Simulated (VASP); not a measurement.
# Ca2BF (P-3m1) in VASP: notebook, part 2 of 2

VASP 6.6.1. Earlier steps stand in the parts before.

### 3 Single point, PBE

This run uses another cell than the first one, of 18.95 Å³/atom, 1.195 times its volume.

INCAR

```
SYSTEM = Ca2BF
PREC     = Accurate       ! precision mode
ENCUT    = 520            ! plane-wave cutoff, eV
EDIFF    = 1E-6           ! SCF threshold, eV
ISMEAR   = 0              ! smearing method
SIGMA    = 0.1            ! smearing width, eV
LREAL    = .FALSE.        ! projectors in reciprocal space
LASPH    = .TRUE.         ! aspherical terms in the spheres
NELM     = 80             ! most SCF steps
ALGO     = Normal         ! electronic algorithm
ISIF     = 2              ! what is computed and relaxed
LWAVE    = .FALSE.        ! write WAVECAR
LCHARG   = .FALSE.        ! write CHGCAR
GGA      = PE             ! functional
NBANDS   = 23             ! bands
```

KPOINTS

```
Automatic mesh
0
G
  6 6 4
  0 0 0
```

POSCAR

```
Ca2BF
1.0
    3.5646333701      0.0000000000      0.0000000000
   -1.7823166851      3.0870630537      0.0000000000
    0.0000000000      0.0000000000      6.8897161254
Ca B F
2 1 1
Direct
    0.3333333333      0.6666666667      0.7564413709
    0.6666666667      0.3333333333      0.2435586291
    0.0000000000      0.0000000000      0.0000000000
    0.0000000000      0.0000000000      0.5000000000
```

Potentials or basis: VASP PAW PBE potentials, release 64 (Ca_sv, B, F).

Launch:

```sh
cat potpaw_PBE.64/Ca_sv/POTCAR potpaw_PBE.64/B/POTCAR potpaw_PBE.64/F/POTCAR > POTCAR
mpirun -np 1 vasp_std > vasp.out
```

OUTCAR:

```text
SYSTEM = Ca2BF
   PREC = Accurate
   ENCUT = 520
   EDIFF = 1E-6
   ISMEAR = 0
   LREAL = .FALSE.
   LASPH = .TRUE.
   NELM = 80
   ISIF = 2
   GGA = PE

 ion  position               nearest neighbor table
   1  0.333  0.667  0.756-   3 2.66   3 2.66   3 2.66
   2  0.667  0.333  0.244-   3 2.66   3 2.66   3 2.66
   3  0.000  0.000  0.000-   1 2.66   2 2.66   2 2.66   1 2.66   2 2.66   1 2.66
   4  0.000  0.000  0.500-

  LATTYP: Found a hexagonal cell.
 ALAT       =     3.5646333701
 C/A-ratio  =     1.9327979655

  Lattice vectors:

 A1 = (   3.5646333701,   0.0000000000,   0.0000000000)
 A2 = (  -1.7823166851,   3.0870630537,   0.0000000000)
 A3 = (   0.0000000000,   0.0000000000,   6.8897161254)

Analysis of symmetry for initial positions (statically):
=====================================================================
 Subroutine PRICEL returns:
 Original cell was already a primitive cell.

 Routine SETGRP: Setting up the symmetry group for a
 hexagonal supercell.

 Subroutine GETGRP returns: Found 12 space group operations
 (whereof 12 operations were pure point group operations)
 out of a pool of 24 trial point group operations.

The static configuration has the point symmetry D_3d.

Analysis of symmetry for dynamics (positions and initial velocities):
=====================================================================
 Subroutine PRICEL returns:
 Original cell was already a primitive cell.

 Routine SETGRP: Setting up the symmetry group for a
 hexagonal supercell.

 Subroutine GETGRP returns: Found 12 space group operations
 (whereof 12 operations were pure point group operations)
 out of a pool of 24 trial point group operations.

The dynamic configuration has the point symmetry D_3d.

 Subroutine INISYM returns: Found 12 space group operations
 (whereof 12 operations are pure point group operations),
 and found     1 'primitive' translations

----------------------------------------------------------------------------------------

                                     Primitive cell

  volume of cell :      75.8161

  direct lattice vectors                    reciprocal lattice vectors
     3.564633370  0.000000000  0.000000000     0.280533759  0.161966241  0.000000000
    -1.782316685  3.087063054  0.000000000     0.000000000  0.323932483  0.000000000
     0.000000000  0.000000000  6.889716125     0.000000000  0.000000000  0.145143861

  length of vectors
     3.564633370  3.564633370  6.889716125     0.323932483  0.323932483  0.145143861

  position of ions in fractional coordinates (direct lattice)
     0.333333333  0.666666667  0.756441371
     0.666666667  0.333333333  0.243558629
     0.000000000  0.000000000  0.000000000
     0.000000000  0.000000000  0.500000000

  ion indices of the primitive-cell ions
   primitive index   ion index
                 1           1
                 2           2
                 3           3
                 4           4

----------------------------------------------------------------------------------------

 KPOINTS: Automatic mesh

Automatic generation of k-mesh.
 Grid dimensions read from file:
 generate k-points for:    6    6    4

 Generating k-lattice:

  Cartesian coordinates                     Fractional coordinates (reciprocal lattice)
     0.046755627  0.026994374  0.000000000     0.166666667 -0.000000000  0.000000000
     0.000000000  0.053988747  0.000000000     0.000000000  0.166666667  0.000000000
     0.000000000  0.000000000  0.036285965     0.000000000  0.000000000  0.250000000

  Length of vectors
     0.053988747  0.053988747  0.036285965

  Shift w.r.t. Gamma in fractional coordinates (k-lattice)
     0.000000000  0.000000000  0.000000000

 Subroutine IBZKPT returns following result:
 ===========================================

 Found     24 irreducible k-points:

 Following reciprocal coordinates:
            Coordinates               Weight
  0.000000  0.000000  0.000000      1.000000
  0.166667  0.000000  0.000000      6.000000
  0.333333  0.000000  0.000000      6.000000
  0.500000  0.000000  0.000000      3.000000
  0.166667  0.166667  0.000000      6.000000
  0.333333  0.166667  0.000000     12.000000
[... 16 lines left out ...]
  0.333333  0.166667  0.500000     12.000000
  0.333333  0.333333  0.500000      2.000000
   k-points           NKPTS =     24   k-points in BZ     NKDIM =     24   number of bands    NBANDS=     23
   number of dos      NEDOS =    301   number of ions     NIONS =      4
   total plane-waves  NPLWV =  42336
   dimension x,y,z NGX =    28 NGY =   28 NGZ =   54
   dimension x,y,z NGXF=    56 NGYF=   56 NGZF=  108
   ions per type =               2   1   1
   NGX,Y,Z   is equivalent  to a cutoff of  13.06, 13.06, 13.03 a.u.
   NGXF,Y,Z  is equivalent  to a cutoff of  26.12, 26.12, 26.06 a.u.
 SYSTEM =  Ca2BF
   PREC   = accura    normal or accurate (medium, high low for compatibility)
   ISTART =      0    job   : 0-new  1-cont  2-samecut
   ICHARG =      2    charge: 1-file 2-atom 10-const
   ISPIN  =      1    spin polarized calculation?
   LNONCOLLINEAR =      F non collinear calculations
   LSORBIT =      F    spin-orbit coupling
   LASPH  =      T    aspherical Exc in radial PAW
   ENCUT  =  520.0 eV  38.22 Ry    6.18 a.u.   6.63  6.63 12.81*2*pi/ulx,y,z
   NELM   =     80;   NELMIN=  2; NELMDL= -5     # of ELM steps
   EDIFF  = 0.1E-05   stopping-criterion for ELM
   LREAL  =      F    real-space projection
   EDIFFG = 0.1E-04   stopping-criterion for IOM
   NSW    =      0    number of steps for IOM
   IBRION =     -1    ionic relax: 0-MD 1-quasi-New 2-CG
   NFREE  =      0    steps in history (QN), initial steepest desc. (CG)
   ISIF   =      2    stress and relaxation
   ISYM   =      2    0-nonsym 1-usesym 2-fastsym
   POTIM  = 0.5000    time-step for ionic-motion
   TEBEG  =    0.0;   TEEND  =   0.0 temperature during run
   PSTRESS=    0.0 pullay stress
   NELECT =      30.0000    total number of electrons
   NUPDOWN=      -1.0000    fix difference up-down
   EMIN   =  10.00;   EMAX   =-10.00  energy-range for DOS
   EFERMI =   0.00;   METHOD = LEGACY
   ISMEAR =     0;   SIGMA  =   0.10  broadening in eV -4-tet -1-fermi 0-gaus
   EFERMI_NEDOS =   21; number of points for ismear=-14 and -15
   IALGO  =     38    algorithm
   IMIX   =      4    mixing-type and parameters
     AMIX     =   0.40;   BMIX     =  1.00
     AMIX_MAG =   1.60;   BMIX_MAG =  1.00
  volume/ion in A,a.u.               =      18.95       127.91
  Fermi-wavevector in a.u.,A,eV,Ry     =   1.201881  2.271225 19.653849  1.444517
  Thomas-Fermi vector in A             =   2.337677
   LORBIT       =      0    0 simple, 1 ext, 2 COOP (PROOUT), +10 PAW based schemes
   GGA     = PE    functional components
   LHFCALC =     F    Hartree Fock is set to
   AEXX    =    0.0000 exact exchange contribution
   IVDW    =     0    specifies the selected vdW correction
   LEPSILON=     F    determine dielectric tensor
   LRPA    =     F    only Hartree local field effects (RPA)
 non-spin polarized calculation
 Gauss-broadening in eV      SIGMA  =   0.10
  energy-cutoff  :      520.00
  volume of cell :       75.82
 maximum number of plane-waves:      2076
 NGX is ok and might be reduce to    28
   NGX = 13   NGY = 13   NGZ = 25

 number of electron      30.0000008 magnetization

 Free energy of the ion-electron system (eV)
  ---------------------------------------------------
  ext. energy  EPLUGINS =         0.00000000
  ---------------------------------------------------
  free energy    TOTEN  =       -16.09617280 eV

  energy without entropy =      -16.07644413  energy(sigma->0) =      -16.08630847

 E-fermi :   3.6661     XC(G=0):  -9.2066

 val. band max:        3.5453419590   @ k =   0.3333   0.3333   0.0000
 cond. band min:       3.6669762118   @ k =  -0.1667   0.5000   0.2500
 fundamental gap:      0.1216342527
 Fermi energy:         3.6661434829

 k-point     1 :       0.0000    0.0000    0.0000
  band No.  band energies     occupation
      1     -37.3159      2.00000
      2     -37.3031      2.00000
      3     -21.5321      2.00000
      4     -18.3540      2.00000
      5     -18.3124      2.00000
      6     -18.2158      2.00000
[... 613 lines left out ...]
     22       8.2524      0.00000
     23       8.6219      0.00000

------------------------ aborting loop because EDIFF is reached ----------------------------------------

  FORCE on cell =-STRESS in cart. coord.  units (eV):
  Direction    XX          YY          ZZ          XY          YZ          ZX
  --------------------------------------------------------------------------------------
  -------------------------------------------------------------------------------------
  Total        0.0247681      0.0247681      0.0618688     -0.0000000      0.0000000      0.0000000
  in kB        0.5234088      0.5234088      1.3074355     -0.0000000      0.0000000      0.0000000
  external PRESSURE =       0.7847510 kB  Pullay stress =       0.0000000 kB

 VOLUME and BASIS-vectors are now :
 -----------------------------------------------------------------------------
  energy-cutoff  :      520.00
  volume of cell :       75.82
      direct lattice vectors                 reciprocal lattice vectors
     3.564633370  0.000000000  0.000000000     0.280533759  0.161966241  0.000000000
    -1.782316685  3.087063054  0.000000000     0.000000000  0.323932483  0.000000000
     0.000000000  0.000000000  6.889716125     0.000000000  0.000000000  0.145143861

 POSITION                                       TOTAL-FORCE (eV/Angst)
 -----------------------------------------------------------------------------------
     -0.00000      2.05804      5.21167        -0.000000     -0.000000     -0.035580
      1.78232      1.02902      1.67805         0.000000      0.000000      0.035580
      0.00000      0.00000      0.00000         0.000000      0.000000      0.000000
      0.00000      0.00000      3.44486         0.000000      0.000000      0.000000
 -----------------------------------------------------------------------------------
    total drift:                               -0.000000      0.000000      0.000000

  FREE ENERGIE OF THE ION-ELECTRON SYSTEM (eV)
  ---------------------------------------------------
  free  energy   TOTEN  =       -16.0961727979 eV

  energy  without entropy=      -16.0764441325  energy(sigma->0) =      -16.08630847
```

Wall time 46 s (1 thread of Intel Xeon Platinum 8259CL at 2.50GHz (Skylake/Cascade Lake), shared host); peak memory 0.21 GiB.

Results:

| Item | Value |
| --- | --- |
| Free energy | -16.0962 eV |
| Pressure | 0.1 GPa |
| Largest force | 0.036 eV/Å |
| Band gap on the k mesh | zero (band 15 reaches 4.95 eV, above the bottom of band 16 at 3.37 eV) |

Forces on the atoms (eV/Å):
```
Ca   0.000  0.000 -0.036
Ca   0.000  0.000  0.036
B    0.000  0.000  0.000
F    0.000  0.000  0.000
```

Stress tensor (GPa, compression positive):
```
0.05 0.00 0.00
0.00 0.05 0.00
0.00 0.00 0.13
```

Levels at points of the mesh, in eV from the Fermi level:
| k point | band 12 | band 13 | band 14 | band 15 | band 16 | band 17 | band 18 | band 19 |
| --- | --- | --- | --- | --- | --- | --- | --- | --- |
| (0.00, 0.00, 0.00) | -6.49 | -6.49 | -1.64 | 0.21 | 1.37 | 1.37 | 2.03 | 3.20 |
| (0.50, 0.00, 0.00) | -6.64 | -5.02 | -2.00 | -0.32 | 0.76 | 0.90 | 2.45 | 2.91 |
| (0.00, 0.00, 0.50) | -6.49 | -6.01 | -2.47 | 1.28 | 1.28 | 1.30 | 1.51 | 3.43 |
| (0.50, 0.00, 0.50) | -6.64 | -4.94 | -2.06 | -0.55 | 0.90 | 1.15 | 1.88 | 3.20 |
